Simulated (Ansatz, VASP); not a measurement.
One calculation of Al, two programs

```xyz
1
Lattice="0.0000 2.0240 2.0543 2.0240 0.0000 2.0543 2.0240 2.0240 0.0000" Properties=species:S:1:pos:R:3 pbc="T T T"
Al    0.0000    0.0000    0.0000
```

Change from the starting cell: strain +0.0150 x Voigt [0, 0, 1, 0, 0, 0], atoms carried along.

Alike in both runs: task single point; functional r2SCAN; k mesh 20 × 20 × 20; occupations gaussian, width 0.2 eV; no spin polarisation.

|  | VASP | Ansatz |
| --- | --- | --- |
| version | VASP 6.6.1 | Ansatz 0.2.0 |
| potentials or method | VASP PAW PBE potentials, release 64 (Al), cutoff 520 eV | scalar-relativistic, plane waves, PAW |
| valence electrons in the cell | 3 | 3 |

```tsv
	VASP	Ansatz	Ansatz less VASP
gap on the k mesh at the Fermi level (eV)	none	none	-
pressure (GPa)	-4.8	-4.5	+0.27
traceless stress, the component that is largest in VASP (GPa)	-0.39	-0.39	-0.001
```

VASP's potentials were made for PBE, not for r2SCAN. A gap of «none» marks a metal or a gap that the smearing closes. The functional is the same, so the differences come from potentials, cutoffs and numerics.
